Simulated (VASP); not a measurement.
Wanted: the native input for a VASP 6.6.1 run.

* Task: single point
* Functional: RPBE
* Potentials or basis: VASP PAW PBE potentials, release 64 (Ag)
* Cutoff: 520 eV
* k mesh: 10 × 10 × 10
* Occupations: fermi-dirac, width 0.1 eV
* Spin: no spin polarisation
* Dipole correction: no
* Further INCAR settings: ALGO = Normal; EDIFF = 1e-06; NBANDS = 18

The structure of Ag lies in POSCAR:

```
Ag
1.0
    0.0000000000      3.1453458385      3.1453458385
    3.1453458385      0.0000000000      3.1453458385
    3.1453458385      3.1453458385      0.0000000000
Ag
2
Direct
    0.1250000000      0.1250000000      0.1250000000
    0.8750000000      0.8750000000      0.8750000000
```

This cell differs from its parent crystal: volume scaled by 0.96.

One way to write it, as run:

INCAR

```
SYSTEM = Ag
ALGO = Normal ; EDIFF = 1E-6
ENCUT = 520 ; GGA = RP
ISIF = 2 ; ISMEAR = -1
LASPH = .TRUE. ; LCHARG = .TRUE.
LELF = .TRUE. ; LREAL = .FALSE.
LVHAR = .TRUE. ; LWAVE = .FALSE.
NBANDS = 18 ; NELM = 80
PREC = Accurate ; SIGMA = 0.1
```

KPOINTS

```
k-points
0
G
  10 10 10
  0 0 0
```

Potentials or basis: VASP PAW PBE potentials, release 64 (Ag).

The run is started by

```console
$ cat potpaw_PBE.64/Ag/POTCAR > POTCAR
$ mpirun -np 1 vasp_std > vasp.out
```

It gave:

```
Pressure               : 1.0 GPa
Band gap on the k mesh : zero (band 11 reaches 2.95 eV, above the bottom of band 12 at 2.16 eV)
```

Caveat: the PAW data sets were made with another functional, which shifts forces and pressure a little.

It took 48 s on 1 thread of Intel Xeon 6975P-C (shared host), peak memory 0.22 GiB.
